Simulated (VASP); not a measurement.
Write the native input for VASP 6.6.1 that does the following.

| Quantity | Value |
| --- | --- |
| Task | single point |
| Functional | LDA |
| Potentials or basis | VASP PAW LDA potentials, release 64 (In_d, Cu) |
| Cutoff | 520 eV |
| k mesh | 10 × 10 × 10 |
| Occupations | gaussian, width 0.15 eV |
| Spin | no spin polarisation |
| Dipole correction | no |
| Further INCAR settings | ALGO = Fast; EDIFF = 1e-07; NBANDS = 33 |

The structure of In3Cu lies in POSCAR:

```
In3Cu
1.0
    4.4070901178      0.0394543101      0.0394543101
    0.0394543101      4.4070901178      0.0394543101
    0.0394543101      0.0394543101      4.4070901178
In Cu
3 1
Direct
    0.0000000000      0.5000000000      0.5000000000
    0.5000000000      0.0000000000      0.5000000000
    0.5000000000      0.5000000000      0.0000000000
    0.0000000000      0.0000000000      0.0000000000
```

The input as run:

INCAR

```
SYSTEM = In3Cu
PREC     = Accurate       ! precision mode
ENCUT    = 520            ! plane-wave cutoff, eV
EDIFF    = 1E-7           ! SCF threshold, eV
ISMEAR   = 0              ! smearing method
SIGMA    = 0.15           ! smearing width, eV
LREAL    = .FALSE.        ! projectors in reciprocal space
LASPH    = .TRUE.         ! aspherical terms in the spheres
NELM     = 80             ! most SCF steps
ALGO     = Fast           ! electronic algorithm
ISIF     = 2              ! what is computed and relaxed
LWAVE    = .FALSE.        ! write WAVECAR
LCHARG   = .FALSE.        ! write CHGCAR
NBANDS   = 33             ! bands
```

KPOINTS

```
Automatic mesh
0
G
  10 10 10
  0 0 0
```

Potentials or basis: VASP PAW LDA potentials, release 64 (In_d, Cu).

The run is started by

```bash
$ cat potpaw_LDA.64/In_d/POTCAR potpaw_LDA.64/Cu/POTCAR > POTCAR
$ mpirun -np 1 vasp_std > vasp.out
```

Results of the run:

| Property | Result |
| --- | --- |
| Pressure | -2.8 GPa |
| Band gap on the k mesh | zero (band 25 reaches 10.20 eV, above the bottom of band 26 at 5.95 eV) |

Caveat: spin-orbit coupling is left out, which moves the levels of the heavy elements.

Run time: 20 min on 1 thread of AMD EPYC 7R13, with other jobs on the host, peak memory 0.35 GiB.
